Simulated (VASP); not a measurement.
Runs of VASP 6.6.1 on Ag. The structure is that of space group P6_3/mmc (No. 194), or close to it. The cells are those of the table. 

| task | cell | cutoff (eV) | gap on the mesh (eV) | pressure (GPa) |
| --- | --- | --- | --- | --- |
| single point | a = 2.827, b = 2.827, c = 4.622 Å, angles 90.0, 90.0, 120.0°, 2 atoms | 520 | none | 0.1 |
| relaxation of volume and atoms at fixed shape | relaxed from a = 2.930, b = 2.930, c = 4.790 Å, angles 90.0, 90.0, 120.0°, 2 atoms | 600 | none | -0.1 |
| single point | a = 2.818, b = 2.818, c = 4.607 Å, angles 90.0, 90.0, 120.0°, 2 atoms | 520 | none | (a) |
| single point | a = 2.837, b = 2.837, c = 4.638 Å, angles 90.0, 90.0, 120.0°, 2 atoms | 520 | none | -1.2 |

Alike in all rows: level LDA; potentials or basis VASP PAW LDA potentials, release 64 (Ag); no spin polarisation; k mesh 9 × 9 × 5; smearing fermi-dirac 0.05 eV.

Problem. Fill in the values left out.

Solution. (a) 1.6.

A k mesh can miss the band edges, and the runs leave out spin-orbit coupling on Ag.

A gap of «none» marks levels without a gap at the run's occupations.
